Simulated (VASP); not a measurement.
# Fe3Ge (Fm-3m) in VASP: single point with PBEsol

Aim: the single point of Fe3Ge with PBEsol.

All numbers are computed with VASP 6.6.1; they aren't measurements. Logs are shortened: lines on timing, memory, paths and dates and some standing lists are left out, and cuts for length are marked.

## Step 1: The cell of the first run

Symmetry: Fm-3m, No. 225, cubic system. The conventional cell has a = 5.632 Å, b = 5.632 Å, c = 5.632 Å, α = 90.00°, β = 90.00°, γ = 90.00°. Fe (site symmetry m-3m) has 8 Fe at 2.44 Å and 6 Ge at 2.82 Å within 3.2 Å. Fe (site symmetry -43m) has 10 Fe at 2.44 to 2.82 Å and 4 Ge at 2.44 Å within 3.2 Å. Within 3.2 Å of Ge (site symmetry m-3m) lie 14 Fe at 2.44 to 2.82 Å.

## Step 2: Single point, PBEsol, collinear spin, ferromagnetic start

File INCAR:

```
ALGO = Normal
EDIFF = 1E-6
ENCUT = 520
GGA = PS
ISIF = 2
ISMEAR = 0
ISPIN = 2
LASPH = T
LCHARG = F
LMAXMIX = 4
LORBIT = 11
LREAL = F
LWAVE = F
MAGMOM = 2.78 1.51 1.51 0
NBANDS = 31
NELM = 150
PREC = Accurate
SIGMA = 0.1
```

File KPOINTS:

```
k-points
0
Gamma
  14 14 14
```

File POSCAR:

```
Fe3Ge
1.0
    0.0000000000      2.8160066787      2.8160066787
    2.8160066787      0.0000000000      2.8160066787
    2.8160066787      2.8160066787      0.0000000000
Fe Ge
3 1
Direct
    0.5000000000      0.5000000000      0.5000000000
    0.2500000000      0.2500000000      0.2500000000
    0.7500000000      0.7500000000      0.7500000000
    0.0000000000      0.0000000000      0.0000000000
```

Potentials or basis: VASP PAW PBE potentials, release 64 (Fe, Ge_d).

Run with:

```sh
$ cat potpaw_PBE.64/Fe/POTCAR potpaw_PBE.64/Ge_d/POTCAR > POTCAR
$ mpirun -np 1 vasp_std > vasp.out
```

OUTCAR:

```text
EDIFF = 1E-6
   ENCUT = 520
   GGA = PS
   ISIF = 2
   ISMEAR = 0
   ISPIN = 2
   LASPH = T
   LORBIT = 11
   LREAL = F
   NELM = 150
   PREC = Accurate

 ion  position               nearest neighbor table
   1  0.500  0.500  0.500-   2 2.44   3 2.44   2 2.44   2 2.44   2 2.44   3 2.44   3 2.44   3 2.44
                             4 2.82   4 2.82   4 2.82   4 2.82   4 2.82   4 2.82
   2  0.250  0.250  0.250-   1 2.44   4 2.44   4 2.44   4 2.44   4 2.44   1 2.44   1 2.44   1 2.44
                             3 2.82   3 2.82   3 2.82   3 2.82   3 2.82   3 2.82
   3  0.750  0.750  0.750-   1 2.44   4 2.44   1 2.44   1 2.44   1 2.44   4 2.44   4 2.44   4 2.44
                             2 2.82   2 2.82   2 2.82   2 2.82   2 2.82   2 2.82
   4  0.000  0.000  0.000-   2 2.44   3 2.44   3 2.44   3 2.44   3 2.44   2 2.44   2 2.44   2 2.44
                             1 2.82   1 2.82   1 2.82   1 2.82   1 2.82   1 2.82

  LATTYP: Found a face centered cubic cell.
 ALAT       =     5.6320133574

  Lattice vectors:

 A1 = (   0.0000000000,   2.8160066787,   2.8160066787)
 A2 = (   2.8160066787,   0.0000000000,   2.8160066787)
 A3 = (   2.8160066787,   2.8160066787,   0.0000000000)

Analysis of symmetry for initial positions (statically):
=====================================================================
 Subroutine PRICEL returns:
 Original cell was already a primitive cell.

 Routine SETGRP: Setting up the symmetry group for a
 face centered cubic supercell.

 Subroutine GETGRP returns: Found 48 space group operations
 (whereof 48 operations were pure point group operations)
 out of a pool of 48 trial point group operations.

The static configuration has the point symmetry O_h .

Analysis of symmetry for dynamics (positions and initial velocities):
=====================================================================
 Subroutine PRICEL returns:
 Original cell was already a primitive cell.

 Routine SETGRP: Setting up the symmetry group for a
 face centered cubic supercell.

 Subroutine GETGRP returns: Found 48 space group operations
 (whereof 48 operations were pure point group operations)
 out of a pool of 48 trial point group operations.

The dynamic configuration has the point symmetry O_h .

Analysis of structural, dynamic, and magnetic symmetry:
=====================================================================
 Subroutine PRICEL returns:
 Original cell was already a primitive cell.

 Routine SETGRP: Setting up the symmetry group for a
 face centered cubic supercell.

 Subroutine GETGRP returns: Found 48 space group operations
 (whereof 48 operations were pure point group operations)
 out of a pool of 48 trial point group operations.

The overall configuration has the point symmetry O_h .

 Subroutine INISYM returns: Found 48 space group operations
 (whereof 48 operations are pure point group operations),
 and found     1 'primitive' translations

----------------------------------------------------------------------------------------

                                     Primitive cell

  volume of cell :      44.6613

  direct lattice vectors                    reciprocal lattice vectors
     0.000000000  2.816006679  2.816006679    -0.177556397  0.177556397  0.177556397
     2.816006679  0.000000000  2.816006679     0.177556397 -0.177556397  0.177556397
     2.816006679  2.816006679  0.000000000     0.177556397  0.177556397 -0.177556397

  length of vectors
     3.982434837  3.982434837  3.982434837     0.307536701  0.307536701  0.307536701

  position of ions in fractional coordinates (direct lattice)
     0.500000000  0.500000000  0.500000000
     0.250000000  0.250000000  0.250000000
     0.750000000  0.750000000  0.750000000
     0.000000000  0.000000000  0.000000000

  ion indices of the primitive-cell ions
   primitive index   ion index
                 1           1
                 2           2
                 3           3
                 4           4

----------------------------------------------------------------------------------------

 KPOINTS: k-points

Automatic generation of k-mesh.
 Grid dimensions read from file:
 generate k-points for:   14   14   14

 Generating k-lattice:

  Cartesian coordinates                     Fractional coordinates (reciprocal lattice)
    -0.012682600  0.012682600  0.012682600     0.071428571  0.000000000  0.000000000
     0.012682600 -0.012682600  0.012682600     0.000000000  0.071428571  0.000000000
     0.012682600  0.012682600 -0.012682600     0.000000000  0.000000000  0.071428571

  Length of vectors
     0.021966907  0.021966907  0.021966907

  Shift w.r.t. Gamma in fractional coordinates (k-lattice)
     0.000000000  0.000000000  0.000000000

 Subroutine IBZKPT returns following result:
 ===========================================

 Found    104 irreducible k-points:

 Following reciprocal coordinates:
            Coordinates               Weight
  0.000000  0.000000  0.000000      1.000000
  0.071429  0.000000  0.000000      8.000000
  0.142857  0.000000  0.000000      8.000000
  0.214286  0.000000  0.000000      8.000000
  0.285714  0.000000  0.000000      8.000000
  0.357143  0.000000  0.000000      8.000000
[... 16 lines left out ...]
  0.214286  0.142857  0.000000     24.000000
  0.285714  0.142857  0.000000     24.000000
 [... further k-points ...]
   k-points           NKPTS =    104   k-points in BZ     NKDIM =    104   number of bands    NBANDS=     31
   number of dos      NEDOS =    301   number of ions     NIONS =      4
   total plane-waves  NPLWV =  27000
   dimension x,y,z NGX =    30 NGY =   30 NGZ =   30
   dimension x,y,z NGXF=    60 NGYF=   60 NGZF=   60
   ions per type =               3   1
   NGX,Y,Z   is equivalent  to a cutoff of  12.52, 12.52, 12.52 a.u.
   NGXF,Y,Z  is equivalent  to a cutoff of  25.05, 25.05, 25.05 a.u.
 SYSTEM =  unknown system
   PREC   = accura    normal or accurate (medium, high low for compatibility)
   ISTART =      0    job   : 0-new  1-cont  2-samecut
   ICHARG =      2    charge: 1-file 2-atom 10-const
   ISPIN  =      2    spin polarized calculation?
   LNONCOLLINEAR =      F non collinear calculations
   LSORBIT =      F    spin-orbit coupling
   LASPH  =      T    aspherical Exc in radial PAW
   ENCUT  =  520.0 eV  38.22 Ry    6.18 a.u.   7.40  7.40  7.40*2*pi/ulx,y,z
   NELM   =    150;   NELMIN=  2; NELMDL= -5     # of ELM steps
   EDIFF  = 0.1E-05   stopping-criterion for ELM
   LREAL  =      F    real-space projection
   EDIFFG = 0.1E-04   stopping-criterion for IOM
   NSW    =      0    number of steps for IOM
   IBRION =     -1    ionic relax: 0-MD 1-quasi-New 2-CG
   NFREE  =      0    steps in history (QN), initial steepest desc. (CG)
   ISIF   =      2    stress and relaxation
   ISYM   =      2    0-nonsym 1-usesym 2-fastsym
   POTIM  = 0.5000    time-step for ionic-motion
   TEBEG  =    0.0;   TEEND  =   0.0 temperature during run
   PSTRESS=    0.0 pullay stress
   NELECT =      38.0000    total number of electrons
   NUPDOWN=      -1.0000    fix difference up-down
   EMIN   =  10.00;   EMAX   =-10.00  energy-range for DOS
   EFERMI =   0.00;   METHOD = LEGACY
   ISMEAR =     0;   SIGMA  =   0.10  broadening in eV -4-tet -1-fermi 0-gaus
   EFERMI_NEDOS =   21; number of points for ismear=-14 and -15
   IALGO  =     38    algorithm
   IMIX   =      4    mixing-type and parameters
     AMIX     =   0.40;   BMIX     =  1.00
     AMIX_MAG =   1.60;   BMIX_MAG =  1.00
  volume/ion in A,a.u.               =      11.17        75.35
  Fermi-wavevector in a.u.,A,eV,Ry     =   1.551288  2.931509 32.742332  2.406494
  Thomas-Fermi vector in A             =   2.655829
   LORBIT       =     11    0 simple, 1 ext, 2 COOP (PROOUT), +10 PAW based schemes
   GGA     = PS    functional components
   LHFCALC =     F    Hartree Fock is set to
   AEXX    =    0.0000 exact exchange contribution
   IVDW    =     0    specifies the selected vdW correction
   LEPSILON=     F    determine dielectric tensor
   LRPA    =     F    only Hartree local field effects (RPA)
 spin polarized calculation
 Gauss-broadening in eV      SIGMA  =   0.10
  energy-cutoff  :      520.00
  volume of cell :       44.66
 maximum number of plane-waves:      1243
 NGX is ok and might be reduce to    30
   NGX = 15   NGY = 15   NGZ = 15

 number of electron      37.9999999 magnetization       5.1236273

 Free energy of the ion-electron system (eV)
  ---------------------------------------------------
  ext. energy  EPLUGINS =         0.00000000
  ---------------------------------------------------
  free energy    TOTEN  =       -32.36921096 eV

  energy without entropy =      -32.35575984  energy(sigma->0) =      -32.36248540

 E-fermi :   7.9129     XC(G=0): -13.6199

 val. band max:        7.9107723959   @ k =  -0.2143   0.0714   0.0000
 cond. band min:       7.9149083093   @ k =  -0.3571   0.4286   0.0714
 fundamental gap:      0.0041359134
 Fermi energy:         7.9129374839

 spin component 1

 k-point     1 :       0.0000    0.0000    0.0000
  band No.  band energies     occupation
      1     -16.5552      1.00000
      2     -16.5552      1.00000
      3     -16.5552      1.00000
      4     -16.5265      1.00000
      5     -16.5265      1.00000
      6      -4.4148      1.00000
[... 805 lines left out ...]
     30      18.9643      0.00000
     31      19.1326      0.00000

 [... further k-points ...]

 spin component 2

 k-point     1 :       0.0000    0.0000    0.0000
  band No.  band energies     occupation
      1     -16.5638      1.00000
      2     -16.5638      1.00000
      3     -16.5638      1.00000
      4     -16.5408      1.00000
      5     -16.5408      1.00000
      6      -4.3566      1.00000
[... 805 lines left out ...]
     30      19.5298      0.00000
     31      19.7155      0.00000

 [... further k-points ...]
[... 5 lines left out ...]
  --------------------------------------------------------------------------------------
  -------------------------------------------------------------------------------------
  Total        0.0902738      0.0902738      0.0902738     -0.0000000      0.0000000      0.0000000
  in kB        3.2384797      3.2384797      3.2384797     -0.0000000      0.0000000      0.0000000
  external PRESSURE =       3.2384797 kB  Pullay stress =       0.0000000 kB

 VOLUME and BASIS-vectors are now :
 -----------------------------------------------------------------------------
  energy-cutoff  :      520.00
  volume of cell :       44.66
      direct lattice vectors                 reciprocal lattice vectors
     0.000000000  2.816006679  2.816006679    -0.177556397  0.177556397  0.177556397
     2.816006679  0.000000000  2.816006679     0.177556397 -0.177556397  0.177556397
     2.816006679  2.816006679  0.000000000     0.177556397  0.177556397 -0.177556397

 POSITION                                       TOTAL-FORCE (eV/Angst)
 -----------------------------------------------------------------------------------
      2.81601      2.81601      2.81601        -0.000000     -0.000000     -0.000000
      1.40800      1.40800      1.40800         0.000000      0.000000      0.000000
      4.22401      4.22401      4.22401         0.000000      0.000000      0.000000
      0.00000      0.00000      0.00000        -0.000000     -0.000000     -0.000000
 -----------------------------------------------------------------------------------
    total drift:                                0.000000     -0.000000     -0.000000

  FREE ENERGIE OF THE ION-ELECTRON SYSTEM (eV)
  ---------------------------------------------------
  free  energy   TOTEN  =       -32.3692109582 eV

  energy  without entropy=      -32.3557598363  energy(sigma->0) =      -32.36248540

 total charge

# of ion       s       p       d       tot
------------------------------------------
    1        0.483   0.561   6.270   7.314
    2        0.432   0.565   6.490   7.486
    3        0.432   0.565   6.490   7.486
    4        1.066   1.353  10.159  12.579
--------------------------------------------------
tot          2.413   3.043  29.409  34.865

 magnetization (x)

# of ion       s       p       d       tot
------------------------------------------
    1       -0.005  -0.022   2.549   2.522
    2       -0.010  -0.025   1.356   1.321
    3       -0.010  -0.025   1.356   1.321
    4        0.004  -0.058  -0.011  -0.065
--------------------------------------------------
tot         -0.021  -0.130   5.250   5.099
```

It took 5.5 min on 1 thread of Intel Xeon Platinum 8259CL at 2.50GHz (Skylake/Cascade Lake), shared host; peak memory 0.34 GiB.

What came out:

```
Free energy                                           : -32.3692 eV
Pressure                                              : 0.3 GPa
Net moment                                            : 5.12 μB per cell
Site moments                                          : Fe +2.52, +1.32; Ge -0.07 μB
Valence electrons inside the program's atomic spheres : Fe 7.31, 7.49; Ge 12.58
```

Caveat: the PAW data sets were made with another functional, which shifts forces and pressure a little.
